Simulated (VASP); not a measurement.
# MgZn4O (F-43m) in VASP: a series of runs, part 2 of 2

VASP 6.6.1. Earlier steps stand in the parts before.

## (5) Relaxation of cell and atoms, PBE

This run uses another cell than the first one, of 17.23 Å³/atom, 1.353 times its volume.

Contents of INCAR:

```
SYSTEM = MgZn4O
  ALGO = Normal
  EDIFF = 1E-6
  EDIFFG = -0.08
  ENCUT = 600
  GGA = PE
  IBRION = 2
  ISIF = 3
  ISMEAR = 0
  LASPH = .True.
  LCHARG = .False.
  LREAL = .False.
  LWAVE = .False.
  NELM = 80
  NSW = 36
  PREC = Accurate
  SIGMA = 0.2
```

Contents of KPOINTS:

```
k-points
0
Gamma
  4 4 4
  0 0 0
```

Contents of POSCAR:

```
MgZn4O
1.0
    0.0000000000      3.7248450300      3.7248450300
    3.7248450300      0.0000000000      3.7248450300
    3.7248450300      3.7248450300      0.0000000000
Mg Zn O
1 4 1
Direct
    0.5000000000      0.5000000000      0.5000000000
    0.1209678700      0.1209678700      0.1209678700
    0.1209678700      0.1209678700      0.6370963900
    0.1209678700      0.6370963900      0.1209678700
    0.6370963900      0.1209678700      0.1209678700
    0.2500000000      0.2500000000      0.2500000000
```

Potentials or basis: VASP PAW PBE potentials, release 64 (Mg, Zn, O).

Started as:

```bash
$ cat potpaw_PBE.64/Mg/POTCAR potpaw_PBE.64/Zn/POTCAR potpaw_PBE.64/O/POTCAR > POTCAR
$ mpirun -np 1 vasp_std > vasp.out
```

OUTCAR:

```text
SYSTEM = MgZn4O
   EDIFF = 1E-6
   EDIFFG = -0.08
   ENCUT = 600
   GGA = PE
   IBRION = 2
   ISIF = 3
   ISMEAR = 0
   LASPH = .True.
   LREAL = .False.
   NELM = 80
   NSW = 36
   PREC = Accurate

 ion  position               nearest neighbor table
   1  0.500  0.500  0.500-   2 3.10   3 3.10   4 3.10   2 3.10   3 3.10   5 3.10   2 3.10   4 3.10
                             5 3.10   3 3.10   4 3.10   5 3.10
   2  0.121  0.121  0.121-   6 1.66   4 2.55   5 2.55   3 2.55   4 2.72   3 2.72   5 2.72   1 3.10
                             1 3.10   1 3.10
   3  0.121  0.121  0.637-   6 1.66   4 2.55   5 2.55   2 2.55   5 2.72   4 2.72   2 2.72   1 3.10
                             1 3.10   1 3.10
   4  0.121  0.637  0.121-   6 1.66   3 2.55   5 2.55   2 2.55   5 2.72   3 2.72   2 2.72   1 3.10
                             1 3.10   1 3.10
   5  0.637  0.121  0.121-   6 1.66   3 2.55   4 2.55   2 2.55   4 2.72   3 2.72   2 2.72   1 3.10
                             1 3.10   1 3.10
   6  0.250  0.250  0.250-   2 1.66   3 1.66   4 1.66   5 1.66

  LATTYP: Found a face centered cubic cell.
 ALAT       =     7.4496900600

[... 220 lines left out ...]

 k-point     1 :       0.0000    0.0000    0.0000
  band No.  band energies     occupation
      1     -16.7624      2.00000
      2      -9.6111      2.00000
      3      -8.4097      2.00000
      4      -8.4097      2.00000
      5      -8.4097      2.00000
      6      -8.0385      2.00000
[... 436 lines left out ...]
--------------------------------------- Ionic step        6  -------------------------------------------

 number of electron      56.0000020 magnetization

 Free energy of the ion-electron system (eV)
  ---------------------------------------------------
  ext. energy  EPLUGINS =         0.00000000
  ---------------------------------------------------
  free energy    TOTEN  =       -11.02118278 eV

  energy without entropy =      -10.89363390  energy(sigma->0) =      -10.95740834

 E-fermi :   0.7167     XC(G=0):  -8.8138

 val. band max:        0.7163556838   @ k =  -0.2500   0.2500   0.0000
 cond. band min:       0.7401991813   @ k =   0.5000   0.2500   0.0000
 fundamental gap:      0.0238434975
 Fermi energy:         0.7166947756

 k-point     1 :       0.0000    0.0000    0.0000
  band No.  band energies     occupation
      1     -18.6973      2.00000
      2      -7.2496      2.00000
      3      -7.2496      2.00000
      4      -7.2496      2.00000
      5      -6.7438      2.00000
      6      -6.5295      2.00000
[... 310 lines left out ...]
  FREE ENERGIE OF THE ION-ELECTRON SYSTEM (eV)
  ---------------------------------------------------
  free  energy   TOTEN  =       -11.0211827786 eV

  energy  without entropy=      -10.8936339043  energy(sigma->0) =      -10.95740834

 reached required accuracy - stopping structural energy minimisation
```

OSZICAR:

```text
N       E                     dE             d eps       ncg     rms          rms(c)
DAV:   1     0.426983371818E+03    0.42698E+03   -0.30042E+04   528   0.252E+03
DAV:   2     0.418886277665E+02   -0.38509E+03   -0.37640E+03   536   0.473E+02
DAV:   3    -0.778396269619E+01   -0.49673E+02   -0.49176E+02   587   0.163E+02
[... 74 lines left out ...]
DAV:   7    -0.110211474024E+02   -0.21465E-03   -0.25852E-03   567   0.335E-01    0.396E-02
DAV:   8    -0.110211796835E+02   -0.32281E-04   -0.61637E-04   672   0.367E-01    0.397E-02
DAV:   9    -0.110211840253E+02   -0.43419E-05   -0.11338E-04   622   0.168E-01    0.176E-02
DAV:  10    -0.110211823768E+02    0.16485E-05   -0.54674E-05   673   0.451E-02    0.482E-03
DAV:  11    -0.110211827786E+02   -0.40178E-06   -0.75801E-06   499   0.223E-02
   6 F= -.11021183E+02 E0= -.10957408E+02  d E =-.204658E+00
```

It took 3.9 min on 1 thread of AMD EPYC 9R45 (Zen 5), shared host; peak memory 0.24 GiB.

What came out:

| Property | Result |
| --- | --- |
| Free energy | -11.0212 eV |
| Relaxed volume | 22.05 Å³/atom |
| Relaxed cell | a = 5.719 Å, b = 5.719 Å, c = 5.719 Å, α = 60.00°, β = 60.00°, γ = 60.00° |
| Space group after relaxing (to 0.05 Å) | F-43m (No. 216) |
| Energy gained by relaxing | 648.4 meV/atom |
| Ionic steps | 6 |
| Pressure after relaxing | 0.2 GPa |
| Largest force after relaxing | 0.007 eV/Å |
| Band gap on the k mesh | zero (band 28 reaches 0.72 eV, above the bottom of band 29 at 0.34 eV) |

Forces on the atoms (eV/Å):
```
Mg   0.000  0.000  0.000
Zn  -0.004 -0.004 -0.004
Zn   0.004  0.004 -0.004
Zn   0.004 -0.004  0.004
Zn  -0.004  0.004  0.004
O    0.000  0.000  0.000
```

Step by step:
```csv
step,energy change (eV),largest force (eV/Å),pressure (GPa),volume (Å³)
1,0.0000,8.1314,29.02,103.36
2,-0.2686,6.7866,2.13,157.41
3,-3.6516,1.5753,3.49,124.54
4,-3.6757,1.2975,3.93,123.29
5,-3.6855,0.9734,4.68,121.90
6,-3.8902,0.0073,0.24,132.28
```

Final structure:
```
Mg Zn O
1.0
     0.00000    4.04410    4.04410
     4.04410    0.00000    4.04410
     4.04410    4.04410    0.00000
Mg Zn O
1 4 1
Direct
  0.50000 0.50000 0.50000
  0.10971 0.10971 0.10971
  0.10971 0.10971 0.67088
  0.10971 0.67088 0.10971
  0.67088 0.10971 0.10971
  0.25000 0.25000 0.25000
```

Levels at points of the mesh, in eV from the Fermi level:
```tsv
k point	band 26	band 27	band 28	band 29	band 30	band 31
(0.00, 0.00, 0.00)	-0.41	-0.41	-0.41	-0.37	2.27	2.27
(0.50, 0.00, 0.00)	-2.21	-0.13	-0.13	1.31	1.49	1.49
(0.50, 0.50, 0.00)	-2.38	-1.31	-0.10	-0.10	1.59	4.14
```

Caveat: the k points lie up to 0.34 Å⁻¹ apart in the final cell; the volume moved by over 15 % at a fixed basis, so the end points are rough; the relaxation stopped at a loose force limit of 0.08 eV/Å, so its end isn't a converged minimum.

## (6) Overview

| cell | gap on the mesh (eV) | pressure (GPa) | relaxed volume (Å³/atom) | largest force (eV/Å) |
| --- | --- | --- | --- | --- |
| relaxed from a = 4.763 Å, angles 60.0°, 6 atoms | none | -0.1 | 15.80 | 0.01 |
| relaxed from a = 4.773 Å, angles 60.0°, 6 atoms | none | 0.2 | 15.74 | - |
| relaxed from a = 4.844 Å, angles 60.0°, 6 atoms | none | 0.1 | 15.76 | 0.03 |
| relaxed from a = 5.268 Å, angles 60.0°, 6 atoms | none | 0.2 | 22.05 | 0.01 |

Alike in all rows: task relaxation of cell and atoms; level PBE; potentials or basis VASP PAW PBE potentials, release 64 (Mg, Zn, O); no spin polarisation; k mesh 4 × 4 × 4; cutoff (eV) 600; smearing gaussian 0.2 eV.

Caveats: all runs use coarse meshes; the volume moved by over 15 % at a fixed basis, so the end points are rough; the relaxation stopped at a loose force limit of 0.08 eV/Å, so its end isn't a converged minimum (some runs).

Absolute energies hang on the potentials; compare differences alone.
